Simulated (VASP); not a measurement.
# Ir (Fd-3m) in VASP: notebook

The runs below take Ir through single point, relaxation of cell and atoms, with PBE.

Everything below comes from runs of VASP 6.6.1. Logs are shortened: lines on timing, memory, paths and dates and some standing lists are left out, and cuts for length are marked.

## 1. The cell of the first run

Symmetry: Fd-3m, No. 227, cubic system. The conventional cell has a = 5.210 Å, b = 5.210 Å, c = 5.210 Å, α = 90.00°, β = 90.00°, γ = 90.00°. Within 3.0 Å of Ir (site symmetry -43m) lie 4 Ir at 2.26 Å.

## 2. Single point, PBE

INCAR reads:

```
PREC     = Accurate       # precision mode
ENCUT    = 520            # plane-wave cutoff, eV
EDIFF    = 1E-7           # SCF threshold, eV
ISMEAR   = -1             # smearing method
SIGMA    = 0.05           # smearing width, eV
LREAL    = False          # projectors in reciprocal space
LASPH    = True           # aspherical terms in the spheres
NELM     = 80             # most SCF steps
ALGO     = Normal         # electronic algorithm
ISIF     = 2              # what is computed and relaxed
LWAVE    = False          # write WAVECAR
LCHARG   = False          # write CHGCAR
GGA      = PE             # functional
NBANDS   = 16             # bands
```

KPOINTS reads:

```
regular mesh
0
Gamma
  7 7 7
```

POSCAR reads:

```
Ir
1.0
    0.0000000000      2.6052301227      2.6052301227
    2.6052301227      0.0000000000      2.6052301227
    2.6052301227      2.6052301227      0.0000000000
Ir
2
Direct
    0.0000000000      0.0000000000      0.0000000000
    0.2500000000      0.2500000000      0.2500000000
```

Potentials or basis: VASP PAW PBE potentials, release 64 (Ir).

Started as:

```
> cat potpaw_PBE.64/Ir/POTCAR > POTCAR
> mpirun -np 1 vasp_std > vasp.out
```

OUTCAR:

```text
PREC = Accurate
   ENCUT = 520
   EDIFF = 1E-7
   ISMEAR = -1
   LREAL = False
   LASPH = True
   NELM = 80
   ISIF = 2
   GGA = PE

 ion  position               nearest neighbor table
   1  0.000  0.000  0.000-   2 2.26   2 2.26   2 2.26   2 2.26
   2  0.250  0.250  0.250-   1 2.26   1 2.26   1 2.26   1 2.26

  LATTYP: Found a face centered cubic cell.
 ALAT       =     5.2104602454

  Lattice vectors:

 A1 = (   0.0000000000,   2.6052301227,   2.6052301227)
 A2 = (   2.6052301227,   0.0000000000,   2.6052301227)
 A3 = (   2.6052301227,   2.6052301227,   0.0000000000)

Analysis of symmetry for initial positions (statically):
=====================================================================
 Subroutine PRICEL returns:
 Original cell was already a primitive cell.

 Routine SETGRP: Setting up the symmetry group for a
 face centered cubic supercell.

 Subroutine GETGRP returns: Found 48 space group operations
 (whereof 24 operations were pure point group operations)
 out of a pool of 48 trial point group operations.

The static configuration has the point symmetry T_d .
 The point group associated with its full space group is O_h .

Analysis of symmetry for dynamics (positions and initial velocities):
=====================================================================
 Subroutine PRICEL returns:
 Original cell was already a primitive cell.

 Routine SETGRP: Setting up the symmetry group for a
 face centered cubic supercell.

 Subroutine GETGRP returns: Found 48 space group operations
 (whereof 24 operations were pure point group operations)
 out of a pool of 48 trial point group operations.

The dynamic configuration has the point symmetry T_d .
 The point group associated with its full space group is O_h .

 Subroutine INISYM returns: Found 48 space group operations
 (whereof 24 operations are pure point group operations),
 and found     1 'primitive' translations

----------------------------------------------------------------------------------------

                                     Primitive cell

  volume of cell :      35.3646

  direct lattice vectors                    reciprocal lattice vectors
     0.000000000  2.605230123  2.605230123    -0.191921626  0.191921626  0.191921626
     2.605230123  0.000000000  2.605230123     0.191921626 -0.191921626  0.191921626
     2.605230123  2.605230123  0.000000000     0.191921626  0.191921626 -0.191921626

  length of vectors
     3.684351773  3.684351773  3.684351773     0.332418006  0.332418006  0.332418006

  position of ions in fractional coordinates (direct lattice)
     0.000000000  0.000000000  0.000000000
     0.250000000  0.250000000  0.250000000

  ion indices of the primitive-cell ions
   primitive index   ion index
                 1           1
                 2           2

----------------------------------------------------------------------------------------

 KPOINTS: regular mesh

Automatic generation of k-mesh.
 Grid dimensions read from file:
 generate k-points for:    7    7    7

 Generating k-lattice:

  Cartesian coordinates                     Fractional coordinates (reciprocal lattice)
    -0.027417375  0.027417375  0.027417375     0.142857143  0.000000000  0.000000000
     0.027417375 -0.027417375  0.027417375     0.000000000  0.142857143  0.000000000
     0.027417375  0.027417375 -0.027417375     0.000000000  0.000000000  0.142857143

  Length of vectors
     0.047488287  0.047488287  0.047488287

  Shift w.r.t. Gamma in fractional coordinates (k-lattice)
     0.000000000  0.000000000  0.000000000

 Subroutine IBZKPT returns following result:
 ===========================================

 Found     20 irreducible k-points:

 Following reciprocal coordinates:
            Coordinates               Weight
  0.000000  0.000000  0.000000      1.000000
  0.142857  0.000000  0.000000      8.000000
  0.285714  0.000000  0.000000      8.000000
  0.428571  0.000000  0.000000      8.000000
  0.142857  0.142857  0.000000      6.000000
  0.285714  0.142857  0.000000     24.000000
[... 12 lines left out ...]
 -0.428571  0.428571  0.142857     24.000000
 -0.285714  0.428571  0.142857     24.000000
   k-points           NKPTS =     20   k-points in BZ     NKDIM =     20   number of bands    NBANDS=     16
   number of dos      NEDOS =    301   number of ions     NIONS =      2
   total plane-waves  NPLWV =  21952
   dimension x,y,z NGX =    28 NGY =   28 NGZ =   28
   dimension x,y,z NGXF=    56 NGYF=   56 NGZF=   56
   ions per type =               2
   NGX,Y,Z   is equivalent  to a cutoff of  12.63, 12.63, 12.63 a.u.
   NGXF,Y,Z  is equivalent  to a cutoff of  25.27, 25.27, 25.27 a.u.
 SYSTEM =  unknown system
   PREC   = accura    normal or accurate (medium, high low for compatibility)
   ISTART =      0    job   : 0-new  1-cont  2-samecut
   ICHARG =      2    charge: 1-file 2-atom 10-const
   ISPIN  =      1    spin polarized calculation?
   LNONCOLLINEAR =      F non collinear calculations
   LSORBIT =      F    spin-orbit coupling
   LASPH  =      T    aspherical Exc in radial PAW
   ENCUT  =  520.0 eV  38.22 Ry    6.18 a.u.   6.85  6.85  6.85*2*pi/ulx,y,z
   NELM   =     80;   NELMIN=  2; NELMDL= -5     # of ELM steps
   EDIFF  = 0.1E-06   stopping-criterion for ELM
   LREAL  =      F    real-space projection
   EDIFFG = 0.1E-05   stopping-criterion for IOM
   NSW    =      0    number of steps for IOM
   IBRION =     -1    ionic relax: 0-MD 1-quasi-New 2-CG
   NFREE  =      0    steps in history (QN), initial steepest desc. (CG)
   ISIF   =      2    stress and relaxation
   ISYM   =      2    0-nonsym 1-usesym 2-fastsym
   POTIM  = 0.5000    time-step for ionic-motion
   TEBEG  =    0.0;   TEEND  =   0.0 temperature during run
   PSTRESS=    0.0 pullay stress
   NELECT =      18.0000    total number of electrons
   NUPDOWN=      -1.0000    fix difference up-down
   EMIN   =  10.00;   EMAX   =-10.00  energy-range for DOS
   EFERMI =   0.00;   METHOD = LEGACY
   ISMEAR =    -1;   SIGMA  =   0.05  broadening in eV -4-tet -1-fermi 0-gaus
   EFERMI_NEDOS =   21; number of points for ismear=-14 and -15
   IALGO  =     38    algorithm
   IMIX   =      4    mixing-type and parameters
     AMIX     =   0.40;   BMIX     =  1.00
     AMIX_MAG =   1.60;   BMIX_MAG =  1.00
  volume/ion in A,a.u.               =      17.68       119.33
  Fermi-wavevector in a.u.,A,eV,Ry     =   1.307102  2.470065 23.245777  1.708516
  Thomas-Fermi vector in A             =   2.437860
   LORBIT       =      0    0 simple, 1 ext, 2 COOP (PROOUT), +10 PAW based schemes
   GGA     = PE    functional components
   LHFCALC =     F    Hartree Fock is set to
   AEXX    =    0.0000 exact exchange contribution
   IVDW    =     0    specifies the selected vdW correction
   LEPSILON=     F    determine dielectric tensor
   LRPA    =     F    only Hartree local field effects (RPA)
 non-spin polarized calculation
  energy-cutoff  :      520.00
  volume of cell :       35.36
 maximum number of plane-waves:       966
   NGX = 13   NGY = 13   NGZ = 13

 number of electron      17.9999998 magnetization

 Free energy of the ion-electron system (eV)
  ---------------------------------------------------
  ext. energy  EPLUGINS =         0.00000000
  ---------------------------------------------------
  free energy    TOTEN  =       -14.56923487 eV

  energy without entropy =      -14.55259451  energy(sigma->0) =      -14.56091469

 E-fermi :   7.8511     XC(G=0): -12.2507

 val. band max:        7.7830052833   @ k =   0.4286   0.2857   0.0000
 cond. band min:       7.8598206086   @ k =  -0.4286   0.2857   0.0000
 fundamental gap:      0.0768153253
 Fermi energy:         7.8510839525

 k-point     1 :       0.0000    0.0000    0.0000
  band No.  band energies     occupation
      1      -1.7121      2.00000
      2       1.2154      2.00000
      3       1.2154      2.00000
      4       2.0295      2.00000
      5       2.0295      2.00000
      6       2.0295      2.00000
[... 8 lines left out ...]
     15      20.7583      0.00000
     16      20.7583      0.00000

 k-point     2 :       0.1429    0.0000    0.0000
  band No.  band energies     occupation
      1      -1.2853      2.00000
      2       1.0416      2.00000
      3       1.0416      2.00000
      4       1.9714      2.00000
      5       2.3506      2.00000
      6       2.3506      2.00000
[... 8 lines left out ...]
     15      20.6784      0.00000
     16      21.2667      0.00000

 k-point     3 :       0.2857    0.0000    0.0000
  band No.  band energies     occupation
      1      -0.2228      2.00000
      2       1.0264      2.00000
      3       1.0264      2.00000
      4       1.8436      2.00000
      5       2.4747      2.00000
      6       2.4747      2.00000
[... 8 lines left out ...]
     15      19.3166      0.00000
     16      22.1614      0.00000

 k-point     4 :       0.4286    0.0000    0.0000
  band No.  band energies     occupation
      1       0.7600      2.00000
      2       1.3801      2.00000
      3       1.3801      2.00000
      4       1.5566      2.00000
      5       1.9869      2.00000
      6       1.9869      2.00000
[... 8 lines left out ...]
     15      18.2221      0.00000
     16      22.8477      0.00000

 k-point     5 :       0.1429    0.1429    0.0000
  band No.  band energies     occupation
      1      -1.1304      2.00000
      2       0.6455      2.00000
      3       1.5151      2.00000
      4       1.9948      2.00000
      5       1.9948      2.00000
      6       2.7492      2.00000
[... 8 lines left out ...]
     15      19.9990      0.00000
     16      20.4400      0.00000

 k-point     6 :       0.2857    0.1429    0.0000
  band No.  band energies     occupation
      1      -0.2358      2.00000
      2       0.4620      2.00000
      3       1.6293      2.00000
      4       1.8253      2.00000
      5       2.1019      2.00000
      6       3.1401      2.00000
[... 8 lines left out ...]
     15      18.7489      0.00000
     16      21.0296      0.00000

 k-point     7 :       0.4286    0.1429    0.0000
  band No.  band energies     occupation
      1       0.5861      2.00000
      2       0.7730      2.00000
      3       1.5604      2.00000
      4       1.7077      2.00000
      5       2.0140      2.00000
      6       2.8828      2.00000
[... 8 lines left out ...]
     15      18.2370      0.00000
     16      22.7095      0.00000

 k-point     8 :      -0.4286    0.1429    0.0000
  band No.  band energies     occupation
      1       0.7261      2.00000
      2       1.1743      2.00000
      3       1.2443      2.00000
      4       1.5645      2.00000
      5       2.3370      2.00000
      6       2.5508      2.00000
[... 8 lines left out ...]
     15      18.2678      0.00000
     16      23.1778      0.00000

 k-point     9 :      -0.2857    0.1429    0.0000
  band No.  band energies     occupation
      1       0.3923      2.00000
      2       0.7539      2.00000
      3       1.3521      2.00000
      4       1.6194      2.00000
      5       2.1245      2.00000
      6       3.1113      2.00000
[... 8 lines left out ...]
     15      18.7252      0.00000
     16      21.9366      0.00000
[... 96 lines left out ...]
 k-point    15 :       0.4286    0.4286    0.0000
  band No.  band energies     occupation
      1       0.2346      2.00000
      2       1.0557      2.00000
      3       1.7004      2.00000
      4       1.7004      2.00000
      5       2.6885      2.00000
      6       3.7543      2.00000
[... 8 lines left out ...]
     15      18.6461      0.00000
     16      19.6624      0.00000

 k-point    16 :      -0.4286    0.4286    0.0000
  band No.  band energies     occupation
      1       0.3099      2.00000
      2       0.6852      2.00000
      3       1.5560      2.00000
      4       2.0014      2.00000
      5       3.4104      2.00000
      6       3.8077      2.00000
[... 8 lines left out ...]
     15      19.2679      0.00000
     16      20.6471      0.00000

 k-point    17 :       0.4286    0.2857    0.1429
  band No.  band energies     occupation
      1       0.3759      2.00000
      2       0.6150      2.00000
      3       1.4026      2.00000
      4       2.0043      2.00000
      5       2.1171      2.00000
      6       3.5642      2.00000
[... 8 lines left out ...]
     15      19.4081      0.00000
     16      21.2571      0.00000

 k-point    18 :      -0.4286    0.2857    0.1429
  band No.  band energies     occupation
      1       0.4519      2.00000
      2       0.6529      2.00000
      3       1.7279      2.00000
      4       1.8502      2.00000
      5       2.5560      2.00000
      6       3.2764      2.00000
[... 8 lines left out ...]
     15      19.8032      0.00000
     16      23.1276      0.00000

 k-point    19 :      -0.4286    0.4286    0.1429
  band No.  band energies     occupation
      1       0.2778      2.00000
      2       0.5889      2.00000
      3       1.9086      2.00000
      4       1.9866      2.00000
      5       3.2298      2.00000
      6       3.4714      2.00000
[... 8 lines left out ...]
     15      20.2245      0.00000
     16      21.1976      0.00000

 k-point    20 :      -0.2857    0.4286    0.1429
  band No.  band energies     occupation
      1       0.2334      2.00000
      2       0.5219      2.00000
      3       1.8628      2.00000
      4       2.1346      2.00000
      5       3.1843      2.00000
      6       4.0848      2.00000
[... 8 lines left out ...]
     15      20.9177      0.00000
     16      23.7201      0.00000

------------------------ aborting loop because EDIFF is reached ----------------------------------------

  FORCE on cell =-STRESS in cart. coord.  units (eV):
  Direction    XX          YY          ZZ          XY          YZ          ZX
  --------------------------------------------------------------------------------------
  -------------------------------------------------------------------------------------
  Total       12.6636013     12.6636013     12.6636013     -0.0000000     -0.0000000      0.0000000
  in kB      573.7194108    573.7194108    573.7194108     -0.0000000     -0.0000000      0.0000000
  external PRESSURE =     573.7194108 kB  Pullay stress =       0.0000000 kB

 VOLUME and BASIS-vectors are now :
 -----------------------------------------------------------------------------
  energy-cutoff  :      520.00
  volume of cell :       35.36
      direct lattice vectors                 reciprocal lattice vectors
     0.000000000  2.605230123  2.605230123    -0.191921626  0.191921626  0.191921626
     2.605230123  0.000000000  2.605230123     0.191921626 -0.191921626  0.191921626
     2.605230123  2.605230123  0.000000000     0.191921626  0.191921626 -0.191921626

 POSITION                                       TOTAL-FORCE (eV/Angst)
 -----------------------------------------------------------------------------------
      0.00000      0.00000      0.00000         0.000000      0.000000      0.000000
      1.30262      1.30262      1.30262        -0.000000     -0.000000     -0.000000
 -----------------------------------------------------------------------------------
    total drift:                                0.000000      0.000000      0.000000

  FREE ENERGIE OF THE ION-ELECTRON SYSTEM (eV)
  ---------------------------------------------------
  free  energy   TOTEN  =       -14.5692348721 eV

  energy  without entropy=      -14.5525945132  energy(sigma->0) =      -14.56091469
```

It took 19 s on 1 thread of Intel Xeon 8259CL, shared host; peak memory 0.16 GiB.

Results:

```yaml
Free_energy: -14.5692 eV
Pressure: 57.4 GPa
Band_gap_on_the_k_mesh: zero (band 9 reaches 8.84 eV, above the bottom of band 10 at 7.19 eV)
```

Caveat: spin-orbit coupling is left out, which moves the levels of the heavy elements.

## 3. Single point, PBE

This run uses another cell than the first one, of 18.59 Å³/atom, 1.051 times its volume.

INCAR reads:

```
SYSTEM = Ir
  PREC = Accurate
  ENCUT = 520
  EDIFF = 1E-6
  ISMEAR = -1
  SIGMA = 0.05
  LREAL = .FALSE.
  LASPH = .TRUE.
  NELM = 100
  ALGO = Normal
  ISIF = 2
  LWAVE = .FALSE.
  LCHARG = .FALSE.
  GGA = PE
  NBANDS = 16
```

KPOINTS reads:

```
Automatic mesh
0
G
  7 7 7
  0 0 0
```

POSCAR reads:

```
Ir
1.0
    0.0000000000      2.6488967627      2.6488967627
    2.6488967627      0.0000000000      2.6488967627
    2.6488967627      2.6488967627      0.0000000000
Ir
2
Direct
    0.0000000000      0.0000000000      0.0000000000
    0.2500000000      0.2500000000      0.2500000000
```

Potentials or basis: VASP PAW PBE potentials, release 64 (Ir).

Started as:

```
> cat potpaw_PBE.64/Ir/POTCAR > POTCAR
> mpirun -np 1 vasp_std > vasp.out
```

It took 18 s on 1 thread of Intel Xeon 8259CL, shared host; peak memory 0.16 GiB.

The run converged. Its results:

* Free energy: -15.1055 eV
* Pressure: 38.3 GPa
* Band gap on the k mesh: zero (band 9 reaches 8.12 eV, above the bottom of band 10 at 6.51 eV)

Levels at points of the mesh, in eV from the Fermi level:
| k point | band 6 | band 7 | band 8 | band 9 | band 10 | band 11 | band 12 | band 13 |
| --- | --- | --- | --- | --- | --- | --- | --- | --- |
| (0.00, 0.00, 0.00) | -5.53 | -2.14 | -2.14 | -2.14 | 1.09 | 1.09 | 11.36 | 11.47 |

Caveat: spin-orbit coupling is left out, which moves the levels of the heavy elements.

## 4. Single point, PBE

This run uses another cell than the first one, of 19.79 Å³/atom, 1.119 times its volume.

INCAR reads:

```
ALGO = Normal
EDIFF = 1E-6
ENCUT = 520
GGA = PE
ISIF = 2
ISMEAR = -1
LASPH = T
LCHARG = T
LELF = T
LREAL = F
LVHAR = T
LWAVE = F
NBANDS = 16
NELM = 80
PREC = Accurate
SIGMA = 0.05
```

KPOINTS reads:

```
k-points
0
Gamma
  7 7 7
```

POSCAR reads:

```
Ir
1.0
    0.0000000000      2.7049419681      2.7049419681
    2.7049419681      0.0000000000      2.7049419681
    2.7049419681      2.7049419681      0.0000000000
Ir
2
Direct
    0.0000000000      0.0000000000      0.0000000000
    0.2500000000      0.2500000000      0.2500000000
```

Started as:

```
> cat potpaw_PBE.64/Ir/POTCAR > POTCAR
> mpirun -np 1 vasp_std > vasp.out
```

Wall time 20 s (1 thread of Intel Xeon 8259CL, shared host); peak memory 0.16 GiB.

Results (log left out):

| Item | Value |
| --- | --- |
| Free energy | -15.5305 eV |
| Pressure | 19.1 GPa |
| Band gap on the k mesh | zero (band 9 reaches 7.25 eV, above the bottom of band 10 at 5.70 eV) |

Levels at points of the mesh, in eV from the Fermi level:
```csv
k point,band 7,band 8,band 9,band 10,band 11,band 12
"(0.00, 0.00, 0.00)",-1.98,-1.98,-1.98,0.93,0.93,11.17
```

Caveat: spin-orbit coupling is left out, which moves the levels of the heavy elements.

[end of part 1 of 2]
